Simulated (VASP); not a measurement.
# ZrC in VASP: further runs

ZrC is run at these levels: PBE; tasks: single point.

All numbers are computed with VASP 6.6.1; they aren't measurements. Logs are shortened: lines on timing, memory, paths and dates and some standing lists are left out, and cuts for length are marked.

### 1 The cell of the first run

The cell holds a slab with vacuum, 6 atoms: a = 3.329 Å, b = 3.329 Å, c = 18.709 Å, α = 90.00°, β = 90.00°, γ = 90.00°.

### 2 Single point, PBE

File INCAR:

```
SYSTEM = ZrC
  PREC = Accurate
  ENCUT = 520
  EDIFF = 1E-7
  ISMEAR = 0
  SIGMA = 0.1
  LREAL = .FALSE.
  LASPH = .TRUE.
  NELM = 100
  ALGO = Normal
  ISIF = 2
  LWAVE = .FALSE.
  LCHARG = .FALSE.
  LDIPOL = .TRUE.
  IDIPOL = 3
  DIPOL = 0.5 0.5 0.496
  GGA = PE
  NBANDS = 33
```

File KPOINTS:

```
Automatic mesh
0
G
  9 9 1
  0 0 0
```

File POSCAR:

```
ZrC
1.0
    3.3294863369      0.0000000000      0.0000000000
    0.0000000000      3.3294863369      0.0000000000
    0.0000000000      0.0000000000     18.7086047334
Zr C
3 3
Direct
    0.0000000000      0.0000000000      0.3741593828
    0.5000000000      0.5000000000      0.4962640434
    0.0000000000      0.0000000000      0.6170347361
    0.5000000000      0.5000000000      0.3741593828
    0.0000000000      0.0000000000      0.4959397835
    0.5000000000      0.5000000000      0.6207898424
```

Potentials or basis: VASP PAW PBE potentials, release 64 (Zr_sv, C).

On the command line:

```
cat potpaw_PBE.64/Zr_sv/POTCAR potpaw_PBE.64/C/POTCAR > POTCAR
mpirun -np 1 vasp_std > vasp.out
```

OUTCAR:

```text
SYSTEM = ZrC
   PREC = Accurate
   ENCUT = 520
   EDIFF = 1E-7
   ISMEAR = 0
   LREAL = .FALSE.
   LASPH = .TRUE.
   NELM = 100
   ISIF = 2
   GGA = PE

 ion  position               nearest neighbor table
   1  0.000  0.000  0.374-   5 2.28   4 2.35   4 2.35   4 2.35   4 2.35   2 3.28   2 3.28   2 3.28
                             2 3.28
   2  0.500  0.500  0.496-   4 2.28   6 2.33   5 2.35   5 2.35   5 2.35   5 2.35   3 3.26   3 3.26
                             3 3.26   3 3.26   1 3.28   1 3.28   1 3.28   1 3.28
   3  0.000  0.000  0.617-   5 2.27   6 2.36   6 2.36   6 2.36   6 2.36   2 3.26   2 3.26   2 3.26
                             2 3.26
   4  0.500  0.500  0.374-   2 2.28   1 2.35   1 2.35   1 2.35   1 2.35
   5  0.000  0.000  0.496-   3 2.27   1 2.28   2 2.35   2 2.35   2 2.35   2 2.35
   6  0.500  0.500  0.621-   2 2.33   3 2.36   3 2.36   3 2.36   3 2.36

  LATTYP: Found a simple tetragonal cell.
 ALAT       =     3.3294863369
 C/A-ratio  =     5.6190663785

  Lattice vectors:

 A1 = (   3.3294863369,   0.0000000000,   0.0000000000)
 A2 = (   0.0000000000,   3.3294863369,   0.0000000000)
 A3 = (   0.0000000000,   0.0000000000,  18.7086047334)

Analysis of symmetry for initial positions (statically):
=====================================================================
 Subroutine PRICEL returns:
 Original cell was already a primitive cell.

 Routine SETGRP: Setting up the symmetry group for a
 simple tetragonal supercell.

 Subroutine GETGRP returns: Found  8 space group operations
 (whereof  8 operations were pure point group operations)
 out of a pool of 16 trial point group operations.

The static configuration has the point symmetry C_4v.

Analysis of symmetry for dynamics (positions and initial velocities):
=====================================================================
 Subroutine PRICEL returns:
 Original cell was already a primitive cell.

 Routine SETGRP: Setting up the symmetry group for a
 simple tetragonal supercell.

 Subroutine GETGRP returns: Found  8 space group operations
 (whereof  8 operations were pure point group operations)
 out of a pool of 16 trial point group operations.

The dynamic configuration has the point symmetry C_4v.

 Subroutine INISYM returns: Found  8 space group operations
 (whereof  8 operations are pure point group operations),
 and found     1 'primitive' translations

----------------------------------------------------------------------------------------

                                     Primitive cell

  volume of cell :     207.3938

  direct lattice vectors                    reciprocal lattice vectors
     3.329486337  0.000000000  0.000000000     0.300346630  0.000000000  0.000000000
     0.000000000  3.329486337  0.000000000     0.000000000  0.300346630  0.000000000
     0.000000000  0.000000000 18.708604733     0.000000000  0.000000000  0.053451340

  length of vectors
     3.329486337  3.329486337 18.708604733     0.300346630  0.300346630  0.053451340

  position of ions in fractional coordinates (direct lattice)
     0.000000000  0.000000000  0.374159383
     0.500000000  0.500000000  0.496264043
     0.000000000  0.000000000  0.617034736
     0.500000000  0.500000000  0.374159383
     0.000000000  0.000000000  0.495939783
     0.500000000  0.500000000  0.620789842

  ion indices of the primitive-cell ions
   primitive index   ion index
                 1           1
                 2           2
                 3           3
                 4           4
                 5           5
                 6           6

----------------------------------------------------------------------------------------

 KPOINTS: Automatic mesh

Automatic generation of k-mesh.
 Grid dimensions read from file:
 generate k-points for:    9    9    1

 Generating k-lattice:

  Cartesian coordinates                     Fractional coordinates (reciprocal lattice)
     0.033371848  0.000000000  0.000000000     0.111111111  0.000000000  0.000000000
     0.000000000  0.033371848  0.000000000     0.000000000  0.111111111  0.000000000
     0.000000000  0.000000000  0.053451340     0.000000000  0.000000000  1.000000000

  Length of vectors
     0.033371848  0.033371848  0.053451340

  Shift w.r.t. Gamma in fractional coordinates (k-lattice)
     0.000000000  0.000000000  0.000000000

 Subroutine IBZKPT returns following result:
 ===========================================

 Found     15 irreducible k-points:

 Following reciprocal coordinates:
            Coordinates               Weight
  0.000000  0.000000  0.000000      1.000000
  0.111111  0.000000  0.000000      4.000000
  0.222222  0.000000  0.000000      4.000000
  0.333333  0.000000  0.000000      4.000000
  0.444444  0.000000  0.000000      4.000000
  0.111111  0.111111  0.000000      4.000000
  0.222222  0.111111  0.000000      8.000000
  0.333333  0.111111  0.000000      8.000000
  0.444444  0.111111  0.000000      8.000000
  0.222222  0.222222  0.000000      4.000000
  0.333333  0.222222  0.000000      8.000000
  0.444444  0.222222  0.000000      8.000000
  0.333333  0.333333  0.000000      4.000000
  0.444444  0.333333  0.000000      8.000000
  0.444444  0.444444  0.000000      4.000000
   k-points           NKPTS =     15   k-points in BZ     NKDIM =     15   number of bands    NBANDS=     33
   number of dos      NEDOS =    301   number of ions     NIONS =      6
   total plane-waves  NPLWV = 109760
   dimension x,y,z NGX =    28 NGY =   28 NGZ =  140
   dimension x,y,z NGXF=    56 NGYF=   56 NGZF=  280
   ions per type =               3   3
   NGX,Y,Z   is equivalent  to a cutoff of  13.98, 13.98, 12.44 a.u.
   NGXF,Y,Z  is equivalent  to a cutoff of  27.96, 27.96, 24.88 a.u.
 SYSTEM =  ZrC
   PREC   = accura    normal or accurate (medium, high low for compatibility)
   ISTART =      0    job   : 0-new  1-cont  2-samecut
   ICHARG =      2    charge: 1-file 2-atom 10-const
   ISPIN  =      1    spin polarized calculation?
   LNONCOLLINEAR =      F non collinear calculations
   LSORBIT =      F    spin-orbit coupling
   LASPH  =      T    aspherical Exc in radial PAW
   ENCUT  =  520.0 eV  38.22 Ry    6.18 a.u.   6.19  6.19 34.79*2*pi/ulx,y,z
   NELM   =    100;   NELMIN=  2; NELMDL= -5     # of ELM steps
   EDIFF  = 0.1E-06   stopping-criterion for ELM
   LREAL  =      F    real-space projection
   EDIFFG = 0.1E-05   stopping-criterion for IOM
   NSW    =      0    number of steps for IOM
   IBRION =     -1    ionic relax: 0-MD 1-quasi-New 2-CG
   NFREE  =      0    steps in history (QN), initial steepest desc. (CG)
   ISIF   =      2    stress and relaxation
   ISYM   =      2    0-nonsym 1-usesym 2-fastsym
   POTIM  = 0.5000    time-step for ionic-motion
   TEBEG  =    0.0;   TEEND  =   0.0 temperature during run
   PSTRESS=    0.0 pullay stress
   NELECT =      48.0000    total number of electrons
   NUPDOWN=      -1.0000    fix difference up-down
   EMIN   =  10.00;   EMAX   =-10.00  energy-range for DOS
   EFERMI =   0.00;   METHOD = LEGACY
   ISMEAR =     0;   SIGMA  =   0.10  broadening in eV -4-tet -1-fermi 0-gaus
   EFERMI_NEDOS =   21; number of points for ismear=-14 and -15
   IALGO  =     38    algorithm
   IMIX   =      4    mixing-type and parameters
     AMIX     =   0.40;   BMIX     =  1.00
     AMIX_MAG =   1.60;   BMIX_MAG =  1.00
  volume/ion in A,a.u.               =      34.57       233.26
  Fermi-wavevector in a.u.,A,eV,Ry     =   1.005132  1.899425 13.745846  1.010291
  Thomas-Fermi vector in A             =   2.137792
   LORBIT       =      0    0 simple, 1 ext, 2 COOP (PROOUT), +10 PAW based schemes
   GGA     = PE    functional components
   LHFCALC =     F    Hartree Fock is set to
   AEXX    =    0.0000 exact exchange contribution
   IVDW    =     0    specifies the selected vdW correction
   LEPSILON=     F    determine dielectric tensor
   LRPA    =     F    only Hartree local field effects (RPA)
 non-spin polarized calculation
 Gauss-broadening in eV      SIGMA  =   0.10
  energy-cutoff  :      520.00
  volume of cell :      207.39
 maximum number of plane-waves:      5614
 NGX is ok and might be reduce to    28
   NGX = 13   NGY = 13   NGZ = 69

 dipolmoment           0.000000      0.000000     -0.035466 electrons x Angstroem

 number of electron      47.9999998 magnetization

 dipolmoment           0.000000      0.000000      0.013906 electrons x Angstroem

 Free energy of the ion-electron system (eV)
  ---------------------------------------------------
  ext. energy  EPLUGINS =         0.00000000
  ---------------------------------------------------
  free energy    TOTEN  =       -56.13878442 eV

  energy without entropy =      -56.13022099  energy(sigma->0) =      -56.13450271

 E-fermi :   1.4029     XC(G=0):  -5.4819

 val. band max:        1.4009045815   @ k =   0.0000   0.0000   0.0000
 cond. band min:       1.4622983697   @ k =   0.1111   0.0000   0.0000
 fundamental gap:      0.0613937881
 Fermi energy:         1.4028592560

 k-point     1 :       0.0000    0.0000    0.0000
  band No.  band energies     occupation
      1     -47.0153      2.00000
      2     -46.9150      2.00000
      3     -46.6461      2.00000
      4     -25.3815      2.00000
      5     -25.2340      2.00000
      6     -24.8509      2.00000
[... 25 lines left out ...]
     32       4.3330      0.00000
     33       4.9231      0.00000

 k-point     2 :       0.1111    0.0000    0.0000
  band No.  band energies     occupation
      1     -47.0110      2.00000
      2     -46.9106      2.00000
      3     -46.6434      2.00000
      4     -25.3696      2.00000
      5     -25.2451      2.00000
      6     -24.9051      2.00000
[... 25 lines left out ...]
     32       4.8514      0.00000
     33       5.0417      0.00000
[... 430 lines left out ...]
     32       6.3864      0.00000
     33       6.5897      0.00000

 k-point    15 :       0.4444    0.4444    0.0000
  band No.  band energies     occupation
      1     -46.9493      2.00000
      2     -46.8471      2.00000
      3     -46.5922      2.00000
      4     -25.2582      2.00000
      5     -25.2386      2.00000
      6     -25.1956      2.00000
[... 25 lines left out ...]
     32       6.5959      0.00000
     33       6.8904      0.00000

------------------------ aborting loop because EDIFF is reached ----------------------------------------

 vacuum level on the upper side and lower side of the slab       (xc-potential included)        -0.021        -0.220

  FORCE on cell =-STRESS in cart. coord.  units (eV):
  Direction    XX          YY          ZZ          XY          YZ          ZX
  --------------------------------------------------------------------------------------
  -------------------------------------------------------------------------------------
  Total       -3.2952998     -3.2952998     -0.0321486      0.0000000     -0.0000000      0.0000000
  in kB      -25.4571420    -25.4571420     -0.2483570      0.0000000     -0.0000000      0.0000000
  external PRESSURE =     -17.0542137 kB  Pullay stress =       0.0000000 kB

 VOLUME and BASIS-vectors are now :
 -----------------------------------------------------------------------------
  energy-cutoff  :      520.00
  volume of cell :      207.39
      direct lattice vectors                 reciprocal lattice vectors
     3.329486337  0.000000000  0.000000000     0.300346630  0.000000000  0.000000000
     0.000000000  3.329486337  0.000000000     0.000000000  0.300346630  0.000000000
     0.000000000  0.000000000 18.708604733     0.000000000  0.000000000  0.053451340

 POSITION                                       TOTAL-FORCE (eV/Angst)
 -----------------------------------------------------------------------------------
      0.00000      0.00000      7.00000         0.000000     -0.000000      0.540949
      1.66474      1.66474      9.28441        -0.000000     -0.000000     -0.004748
      0.00000      0.00000     11.54386        -0.000000     -0.000000      0.017586
      1.66474      1.66474      7.00000        -0.000000      0.000000     -0.534516
      0.00000      0.00000      9.27834        -0.000000     -0.000000     -0.012077
      1.66474      1.66474     11.61411        -0.000000     -0.000000     -0.007194
 -----------------------------------------------------------------------------------
    total drift:                                0.000000      0.000000     -0.000175

  FREE ENERGIE OF THE ION-ELECTRON SYSTEM (eV)
  ---------------------------------------------------
  free  energy   TOTEN  =       -56.1387844217 eV

  energy  without entropy=      -56.1302209907  energy(sigma->0) =      -56.13450271

 vacuum level on the upper side and lower side of the slab         5.047         4.847
```

It took 2.5 min on 1 thread of Intel Xeon 6975P-C (Granite Rapids), shared host; peak memory 0.35 GiB.

What came out:

```
Free energy            : -56.1388 eV
Largest force          : 0.541 eV/Å
Band gap on the k mesh : zero (band 24 reaches 1.46 eV, above the bottom of band 25 at 1.35 eV)
```

Forces in eV/Å, atoms in the order of the input:
```
Zr   0.000  0.000  0.541
Zr   0.000  0.000 -0.005
Zr   0.000  0.000  0.018
C    0.000  0.000 -0.535
C    0.000  0.000 -0.012
C    0.000  0.000 -0.007
```

### 3 Single point, PBE

INCAR is that of step 2.

KPOINTS is that of step 2.

File POSCAR:

```
ZrC
1.0
    3.3294863369      0.0000000000      0.0000000000
    0.0000000000      3.3294863369      0.0000000000
    0.0000000000      0.0000000000     18.7086047334
Zr C
3 3
Direct
    0.0000000000      0.0000000000      0.3741593828
    0.5000000000      0.5000000000      0.4962640442
    0.0000000000      0.0000000000      0.6170347358
    0.5000000000      0.5000000000      0.3741593828
    0.0000000000      0.0000000000      0.4959397841
    0.5000000000      0.5000000000      0.6207898422
```

Potentials or basis: VASP PAW PBE potentials, release 64 (Zr_sv, C).

On the command line:

```
cat potpaw_PBE.64/Zr_sv/POTCAR potpaw_PBE.64/C/POTCAR > POTCAR
mpirun -np 1 vasp_std > vasp.out
```

Wall time 1.9 min (1 thread of Intel Xeon 6975P-C (Granite Rapids), shared host); peak memory 0.35 GiB.

The run converged. Its results:

| Item | Value |
| --- | --- |
| Free energy | -56.1388 eV |
| Largest force | 0.541 eV/Å |
| Band gap on the k mesh | zero (band 24 reaches 1.46 eV, above the bottom of band 25 at 1.35 eV) |

Forces on the atoms (eV/Å):
```
Zr   0.000  0.000  0.541
Zr   0.000  0.000 -0.005
Zr   0.000  0.000  0.018
C    0.000  0.000 -0.535
C    0.000  0.000 -0.012
C    0.000  0.000 -0.007
```

Levels at points of the mesh, in eV from the Fermi level:
```
           k point  band 20  band 21  band 22  band 23  band 24  band 25  band 26  band 27  band 28  band 29
(0.00, 0.00, 0.00)    -0.49    -0.31    -0.31     0.00     0.00     0.70     0.86     0.86     1.31     2.10
```
